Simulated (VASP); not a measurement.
# Mg13O12 in VASP: further runs

Mg13O12 is run at these levels: r2SCAN; tasks: single point.

All numbers are computed with VASP 6.6.1; they aren't measurements. Logs are shortened: lines on timing, memory, paths and dates and some standing lists are left out, and cuts for length are marked.

### 1 The cell of the first run

The cell holds a slab with vacuum, 25 atoms: a = 5.729 Å, b = 5.729 Å, c = 17.847 Å, α = 90.00°, β = 90.00°, γ = 60.00°.

### 2 Single point, r2SCAN

Contents of POSCAR:

```
Mg13O12
1.0
    5.7289789727      0.0000000158      0.0000000000
    2.8644900000      4.9614410315      0.0000000000
    0.0000000000      0.0000000000     17.8471150000
Mg O
13 12
Direct
    0.0000000000      0.0000000000      0.0560314700
   -0.0000000300      0.5000000300      0.0560314700
    0.5000000300     -0.0000000300      0.0560314700
    0.5000000000      0.5000000000      0.0560314700
    0.6677820968      0.6677820968      0.1985562846
    0.6677484250      0.1644648305      0.1985640264
    0.1644648305      0.6677484250      0.1985640264
    0.1666613495      0.1666613495      0.1969918568
    0.3306822529      0.3306822529      0.3336090747
    0.3307611198      0.8385410218      0.3335792434
    0.8385410218      0.3307611198      0.3335792434
    0.8334140933      0.8334140933      0.3505056012
    0.5000981669      0.5000981669      0.4548433545
    0.3333333050      0.8333333600      0.1215559500
    0.3333333350      0.3333333350      0.1215559500
    0.8333333300      0.8333333300      0.1215559500
    0.8333333600      0.3333333050      0.1215559500
    0.0005997638      0.4988149426      0.2597959966
    0.0005732556      1.0005732556      0.2598144578
    0.5000096687      0.5000096687      0.2584501431
    0.4988149426      1.0005997638      0.2597959966
    0.6597672843      0.1804527615      0.3974845504
    0.6598517740      0.6598517740      0.3974356417
    0.1666236978      0.1666236978      0.3973952509
    0.1804527615      0.6597672843      0.3974845504
```

Contents of INCAR.step1:

```
SYSTEM = Mg13O12
PREC = Accurate ; ENCUT = 520
ISMEAR = 0 ; SIGMA = 0.05
LREAL = Auto ; LASPH = .True.
NELM = 100 ; NBANDS = 67
GGA = PE ; ALGO = Normal
EDIFF = 1E-4 ; LWAVE = .True.
LCHARG = .False.
```

Contents of INCAR.step2:

```
SYSTEM = Mg13O12
PREC = Accurate ; ENCUT = 520
EDIFF = 1E-6 ; ISMEAR = 0
SIGMA = 0.05 ; LREAL = Auto
LASPH = .True. ; NELM = 100
ALGO = Normal ; ISIF = 2
LWAVE = .False. ; LCHARG = .False.
METAGGA = R2SCAN ; LMIXTAU = .True.
NBANDS = 67 ; ISTART = 1
```

Contents of KPOINTS:

```
regular mesh
0
Gamma
  2 2 1
  0 0 0
```

Potentials or basis: VASP PAW PBE potentials, release 64 (Mg, O).

Started as:

```
$ cat potpaw_PBE.64/Mg/POTCAR potpaw_PBE.64/O/POTCAR > POTCAR
$ cp INCAR.step1 INCAR
$ mpirun -np 1 vasp_std > vasp.out
$ cp INCAR.step2 INCAR
$ mpirun -np 1 vasp_std > vasp.out
```

OUTCAR:

```text
SYSTEM = Mg13O12
   PREC = Accurate
   ENCUT = 520
   EDIFF = 1E-6
   ISMEAR = 0
   LREAL = Auto
   LASPH = .True.
   NELM = 100
   ISIF = 2
   METAGGA = R2SCAN
   ISTART = 1

 ion  position               nearest neighbor table
   1  0.000  0.000  0.056-  17 2.03  14 2.03  16 2.03   4 2.86   4 2.86   2 2.86   3 2.86   2 2.86
                             3 2.86   8 3.01   7 3.03   6 3.03
   2  1.000  0.500  0.056-  16 2.03  15 2.03  17 2.03   3 2.86   1 2.86   4 2.86   3 2.86   1 2.86
                             4 2.86   8 3.01   5 3.03   7 3.03
   3  0.500  1.000  0.056-  16 2.03  15 2.03  14 2.03   2 2.86   4 2.86   1 2.86   2 2.86   4 2.86
                             1 2.86   8 3.01   5 3.03   6 3.03
   4  0.500  0.500  0.056-  14 2.03  17 2.03  15 2.03   1 2.86   1 2.86   3 2.86   2 2.86   3 2.86
                             2 2.86   5 3.04   6 3.04   7 3.04
   5  0.668  0.668  0.199-  20 1.98  21 1.98  18 1.98  16 2.14  17 2.15  14 2.15   6 2.85   7 2.85
                             8 2.86   8 2.86   6 2.88   7 2.88  11 2.93  10 2.93   3 3.03   2 3.03
   6  0.668  0.164  0.199-  20 1.98  21 1.98  19 1.98  16 2.14  15 2.15  17 2.15   5 2.85   7 2.85
                             8 2.86   8 2.86   7 2.88   5 2.88  11 2.93   9 2.93   3 3.03   1 3.03
   7  0.164  0.668  0.199-  20 1.98  18 1.98  19 1.98  16 2.14  15 2.15  14 2.15   5 2.85   6 2.85
                             8 2.86   8 2.86   6 2.88   5 2.88  10 2.93   9 2.93   2 3.03   1 3.03
   8  0.167  0.167  0.197-  18 1.99  21 1.99  19 1.99  14 2.13  17 2.13  15 2.13   7 2.86   6 2.86
                             5 2.86   5 2.86   7 2.86   6 2.86  10 2.93  11 2.93   9 2.93   1 3.01
   9  0.331  0.331  0.334-  24 1.99  25 1.99  22 1.99  21 2.10  18 2.10  20 2.15  13 2.74  10 2.82
                            11 2.82  12 2.88  12 2.88  10 2.91  11 2.91   8 2.93   7 2.93   6 2.93
  10  0.331  0.839  0.334-  24 1.99  23 1.99  25 1.99  21 2.10  19 2.10  20 2.15  13 2.74   9 2.82
                            11 2.82  12 2.88  12 2.88  11 2.91   9 2.91   8 2.93   5 2.93   7 2.93
  11  0.839  0.331  0.334-  24 1.99  23 1.99  22 1.99  18 2.10  19 2.10  20 2.15  13 2.74   9 2.82
                            10 2.82  12 2.88  12 2.88  10 2.91   9 2.91   8 2.93   5 2.93   6 2.93
  12  0.833  0.833  0.351-  22 1.92  25 1.92  23 1.92  19 2.32  18 2.32  21 2.32  11 2.88  10 2.88
                             9 2.88   9 2.88  11 2.88  10 2.88   6 3.17   7 3.17   5 3.17
  13  0.500  0.500  0.455-  23 1.89  22 1.89  25 1.89  10 2.74  11 2.74   9 2.74
  14  0.333  0.833  0.122-   1 2.03   4 2.03   3 2.03   8 2.13   5 2.15   7 2.15
  15  0.333  0.333  0.122-   4 2.03   3 2.03   2 2.03   8 2.13   7 2.15   6 2.15
  16  0.833  0.833  0.122-   2 2.03   3 2.03   1 2.03   5 2.14   6 2.14   7 2.14
  17  0.833  0.333  0.122-   1 2.03   4 2.03   2 2.03   8 2.13   5 2.15   6 2.15
  18  0.001  0.499  0.260-   7 1.98   5 1.98   8 1.99  11 2.10   9 2.10  12 2.32
  19  0.001  0.001  0.260-   7 1.98   6 1.98   8 1.99  11 2.10  10 2.10  12 2.32
  20  0.500  0.500  0.258-   6 1.98   7 1.98   5 1.98  10 2.15  11 2.15   9 2.15
  21  0.499  0.001  0.260-   6 1.98   5 1.98   8 1.99  10 2.10   9 2.10  12 2.32
  22  0.660  0.180  0.397-  13 1.89  12 1.92   9 1.99  11 1.99
  23  0.660  0.660  0.397-  13 1.89  12 1.92  11 1.99  10 1.99
  24  0.167  0.167  0.397-   9 1.99  10 1.99  11 1.99
  25  0.180  0.660  0.397-  13 1.89  12 1.92   9 1.99  10 1.99

  LATTYP: Found a hexagonal cell.
 ALAT       =     5.7289789727
 C/A-ratio  =     3.1152348586

  Lattice vectors:

 A1 = (  -2.8644900000,  -4.9614410315,   0.0000000000)
 A2 = (   5.7289789727,   0.0000000158,   0.0000000000)
 A3 = (   0.0000000000,   0.0000000000,  17.8471150000)

Analysis of symmetry for initial positions (statically):
=====================================================================
 Subroutine PRICEL returns:
 Original cell was already a primitive cell.

 Routine SETGRP: Setting up the symmetry group for a
 hexagonal supercell.

 Subroutine GETGRP returns: Found  2 space group operations
 (whereof  2 operations were pure point group operations)
 out of a pool of 24 trial point group operations.

The static configuration has the point symmetry C_1h.

Analysis of symmetry for dynamics (positions and initial velocities):
=====================================================================
 Subroutine PRICEL returns:
 Original cell was already a primitive cell.

 Routine SETGRP: Setting up the symmetry group for a
 hexagonal supercell.

 Subroutine GETGRP returns: Found  2 space group operations
 (whereof  2 operations were pure point group operations)
 out of a pool of 24 trial point group operations.

The dynamic configuration has the point symmetry C_1h.

 Subroutine INISYM returns: Found  2 space group operations
 (whereof  2 operations are pure point group operations),
 and found     1 'primitive' translations

----------------------------------------------------------------------------------------

                                     Primitive cell

  volume of cell :     507.2862

  direct lattice vectors                    reciprocal lattice vectors
     5.728978973  0.000000016  0.000000000     0.174551173 -0.100777191  0.000000000
[... 75 lines left out ...]

  Length of vectors
     0.100777173  0.100777173  0.056031465

  Shift w.r.t. Gamma in fractional coordinates (k-lattice)
     0.000000000  0.000000000  0.000000000

 Subroutine IBZKPT returns following result:
 ===========================================

 Found      3 irreducible k-points:

 Following reciprocal coordinates:
            Coordinates               Weight
  0.000000  0.000000  0.000000      1.000000
  0.500000 -0.000000  0.000000      2.000000
  0.500000  0.500000  0.000000      1.000000
   k-points           NKPTS =      3   k-points in BZ     NKDIM =      3   number of bands    NBANDS=     67
   number of dos      NEDOS =    301   number of ions     NIONS =     25
   total plane-waves  NPLWV = 322560
   dimension x,y,z NGX =    48 NGY =   48 NGZ =  140
   dimension x,y,z NGXF=    96 NGYF=   96 NGZF=  280
   ions per type =              13  12
   NGX,Y,Z   is equivalent  to a cutoff of  13.93, 13.93, 13.04 a.u.
   NGXF,Y,Z  is equivalent  to a cutoff of  27.86, 27.86, 26.08 a.u.
 SYSTEM =  Mg13O12
   PREC   = accura    normal or accurate (medium, high low for compatibility)
   ISTART =      1    job   : 0-new  1-cont  2-samecut
   ICHARG =      0    charge: 1-file 2-atom 10-const
   ISPIN  =      1    spin polarized calculation?
   LNONCOLLINEAR =      F non collinear calculations
   LSORBIT =      F    spin-orbit coupling
   LASPH  =      T    aspherical Exc in radial PAW
   ENCUT  =  520.0 eV  38.22 Ry    6.18 a.u.  10.65 10.65 33.18*2*pi/ulx,y,z
   NELM   =    100;   NELMIN=  2; NELMDL=  0     # of ELM steps
   EDIFF  = 0.1E-05   stopping-criterion for ELM
   LREAL  =      T    real-space projection
   EDIFFG = 0.1E-04   stopping-criterion for IOM
   NSW    =      0    number of steps for IOM
   IBRION =     -1    ionic relax: 0-MD 1-quasi-New 2-CG
   NFREE  =      0    steps in history (QN), initial steepest desc. (CG)
   ISIF   =      2    stress and relaxation
   ISYM   =      2    0-nonsym 1-usesym 2-fastsym
   POTIM  = 0.5000    time-step for ionic-motion
   TEBEG  =    0.0;   TEEND  =   0.0 temperature during run
   PSTRESS=    0.0 pullay stress
   NELECT =      98.0000    total number of electrons
   NUPDOWN=      -1.0000    fix difference up-down
   EMIN   =  10.00;   EMAX   =-10.00  energy-range for DOS
   EFERMI =   0.00;   METHOD = LEGACY
   ISMEAR =     0;   SIGMA  =   0.05  broadening in eV -4-tet -1-fermi 0-gaus
   EFERMI_NEDOS =   21; number of points for ismear=-14 and -15
   IALGO  =     38    algorithm
   IMIX   =      4    mixing-type and parameters
     AMIX     =   0.40;   BMIX     =  1.00
     AMIX_MAG =   1.60;   BMIX_MAG =  1.00
  volume/ion in A,a.u.               =      20.29       136.93
  Fermi-wavevector in a.u.,A,eV,Ry     =   0.946381  1.788400 12.185871  0.895636
  Thomas-Fermi vector in A             =   2.074373
   LORBIT       =      0    0 simple, 1 ext, 2 COOP (PROOUT), +10 PAW based schemes
   METAGGA = R2SCAN    functional components
   LHFCALC =     F    Hartree Fock is set to
   AEXX    =    0.0000 exact exchange contribution
   IVDW    =     0    specifies the selected vdW correction
   LEPSILON=     F    determine dielectric tensor
   LRPA    =     F    only Hartree local field effects (RPA)
 non-spin polarized calculation
 Gauss-broadening in eV      SIGMA  =   0.05
  energy-cutoff  :      520.00
  volume of cell :      507.29
 maximum number of plane-waves:     13663
 NGX is ok and might be reduce to    48
   NGX = 21   NGY = 21   NGZ = 67

 number of electron      98.0000000 magnetization

 Free energy of the ion-electron system (eV)
  ---------------------------------------------------
  ext. energy  EPLUGINS =         0.00000000
  ---------------------------------------------------
  free energy    TOTEN  =      -182.90014793 eV

  energy without entropy =     -182.87255196  energy(sigma->0) =     -182.88634995

 E-fermi :  -0.7060     XC(G=0):  -6.3023

 val. band max:       -0.7328484870   @ k =   0.5000  -0.0000   0.0000
 cond. band min:      -0.5494553230   @ k =   0.0000   0.0000   0.0000
 fundamental gap:      0.1833931640
 Fermi energy:        -0.7059815161

 k-point     1 :       0.0000    0.0000    0.0000
  band No.  band energies     occupation
      1     -20.9511      2.00000
      2     -19.9185      2.00000
      3     -19.8957      2.00000
      4     -19.8957      2.00000
      5     -19.5624      2.00000
      6     -18.6183      2.00000
[... 181 lines left out ...]
     60       6.7750      0.00000
     61       7.3232      0.00000
 [bands above 61 left out]

------------------------ aborting loop because EDIFF is reached ----------------------------------------

  FORCE on cell =-STRESS in cart. coord.  units (eV):
  Direction    XX          YY          ZZ          XY          YZ          ZX
  --------------------------------------------------------------------------------------
  -------------------------------------------------------------------------------------
  Total       26.3867168     26.3939907     -3.9413775     -0.0062994     -0.0006960     -0.0012057
  in kB       83.3379580     83.3609314    -12.4481707     -0.0198956     -0.0021983     -0.0038080
  external PRESSURE =      51.4169062 kB  Pullay stress =       0.0000000 kB

 VOLUME and BASIS-vectors are now :
 -----------------------------------------------------------------------------
  energy-cutoff  :      520.00
  volume of cell :      507.29
      direct lattice vectors                 reciprocal lattice vectors
     5.728978973  0.000000016  0.000000000     0.174551173 -0.100777191  0.000000000
     2.864490000  4.961441031  0.000000000    -0.000000001  0.201554346  0.000000000
     0.000000000  0.000000000 17.847115000     0.000000000  0.000000000  0.056031465

 POSITION                                       TOTAL-FORCE (eV/Angst)
 -----------------------------------------------------------------------------------
      0.00000      0.00000      1.00000        -0.014516     -0.008381      0.466917
      7.16122      2.48072      1.00000         0.000082      0.016659      0.466743
      5.72898      4.96144      1.00000         0.014468     -0.008259      0.466743
      4.29673      2.48072      1.00000        -0.000018     -0.000010      0.530575
      5.73856      3.31316      3.54366        -0.005411     -0.003124     -0.029247
      4.29662      0.81598      3.54380         0.001335      0.005510     -0.030121
[... 17 lines left out ...]
      1.43188      0.82669      7.09236         0.000135      0.000078     -0.028190
      2.92371      3.27340      7.09395         0.020519     -0.009424     -0.025901
 -----------------------------------------------------------------------------------
    total drift:                               -0.000232     -0.000134      0.007654

  FREE ENERGIE OF THE ION-ELECTRON SYSTEM (eV)
  ---------------------------------------------------
  free  energy   TOTEN  =      -182.9001479339 eV

  energy  without entropy=     -182.8725519566  energy(sigma->0) =     -182.88634995
```

Wall time 22 min (1 thread of Intel Xeon Platinum 8259CL at 2.50GHz (Skylake/Cascade Lake), shared host); peak memory 0.78 GiB.

What came out:

```
Free energy            : -182.9001 eV
Largest force          : 0.531 eV/Å
Band gap on the k mesh : zero (bands 49 and 50 overlap by 0.18 eV)
```

Forces on the atoms (eV/Å):
```
Mg  -0.015 -0.008  0.467
Mg   0.000  0.017  0.467
Mg   0.014 -0.008  0.467
Mg   0.000  0.000  0.531
Mg  -0.005 -0.003 -0.029
Mg   0.001  0.006 -0.030
Mg   0.005 -0.002 -0.030
Mg  -0.001  0.000 -0.029
Mg   0.017  0.010 -0.032
Mg  -0.001 -0.016 -0.032
Mg  -0.014  0.008 -0.032
Mg  -0.003 -0.002 -0.026
Mg  -0.001 -0.001 -0.078
O    0.000  0.031 -0.429
O   -0.027 -0.016 -0.429
O    0.000  0.000 -0.338
O    0.027 -0.016 -0.429
O    0.000 -0.009  0.033
O    0.008  0.004  0.030
O    0.000  0.000  0.020
O   -0.008  0.005  0.033
O    0.002  0.022 -0.026
O   -0.020 -0.011 -0.023
O    0.000  0.000 -0.028
O    0.021 -0.009 -0.026
```

Caveat: the k points lie up to 0.63 Å⁻¹ apart; there is no dipole correction, which matters where the two faces differ; the PAW data sets were made with another functional, which shifts forces and pressure a little.

(Continued in part 2 of 2.)

The gap in the log of VASP goes by the Fermi energy; the results here count the filled bands.